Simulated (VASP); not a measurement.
BN: single point with PBE

BN:

```
B N
1.0
     2.50399    0.00000    0.00000
    -1.25200    2.16852    0.00000
     0.00000    0.00000    6.66120
B N
2 2
Direct
  0.20426 0.52832 0.25000
  0.66667 0.33333 0.75000
  0.33333 0.66667 0.75000
  0.66667 0.33333 0.25000
```

This cell differs from its parent crystal: atom 1 (B) moved by (-0.150, -0.300) A along x and y.

```
Program             : VASP 6.6.1
Task                : single point
Functional          : PBE
Potentials or basis : VASP PAW PBE potentials, release 64 (B, N)
Cutoff              : 520 eV
k mesh              : 12 × 12 × 4
Occupations         : gaussian, width 0.05 eV
Spin                : no spin polarisation
```

```yaml
Pressure: 24.2 GPa
Largest_force: 16.200 eV/Å
Band_gap_on_the_k_mesh: 1.94 eV (least direct gap 3.46 eV)
```

Forces in eV/Å, atoms in the order of the input:
```
B    13.909   8.300   0.000
B     0.000   0.000   0.000
N     0.006  -0.006   0.000
N   -13.915  -8.295   0.000
```

Stress tensor (GPa, compression positive):
```
56.23 18.89  0.00
18.89 13.67  0.00
 0.00  0.00  2.56
```

Levels at points of the mesh, in eV from the valence-band top:
```tsv
k point	band 4	band 5	band 6	band 7	band 8	band 9	band 10	band 11	band 12	band 13
(0.00, 0.00, 0.00)	-6.41	-5.98	-3.11	-3.11	0.00	3.46	6.78	8.55	9.82	9.82
(0.50, 0.00, 0.00)	-10.64	-5.91	-4.27	-2.94	-2.20	2.03	3.34	7.51	8.00	10.18
(0.00, 0.50, 0.00)	-9.93	-7.51	-5.90	-4.08	-2.54	2.96	6.13	7.16	8.03	11.30
(0.50, 0.50, 0.00)	-10.58	-5.91	-4.20	-3.36	-2.33	2.51	4.04	4.91	7.94	10.97
(0.00, 0.00, 0.50)	-7.08	-6.39	-3.11	-3.11	0.00	5.54	5.77	7.08	9.82	9.82
(0.50, 0.00, 0.50)	-10.66	-5.90	-4.27	-2.70	-2.31	1.94	2.93	7.63	8.14	11.19
(0.00, 0.50, 0.50)	-9.94	-7.51	-5.90	-3.89	-2.71	2.96	5.62	7.41	8.14	11.57
(0.50, 0.50, 0.50)	-10.61	-5.90	-4.21	-2.96	-2.70	2.95	3.17	4.97	8.12	11.68
```

Run time: 100 s on 1 thread of Intel(R) Xeon(R) Platinum 8559C (Emerald Rapids), with other jobs on the host, peak memory 0.22 GiB.

Caveat: the cell differs from its parent crystal (atom 1 (B) moved by (-0.150, -0.300) A along x and y); the stress differs along the axes, from 3 to 56 GPa; this functional lacks dispersion, which binds layers or chains, so the pressure and a relaxed spacing across them are unreliable; forces of over 1 eV/Å act on the atoms, so gaps and moduli don't describe the material at rest. A k mesh can miss the band edges.
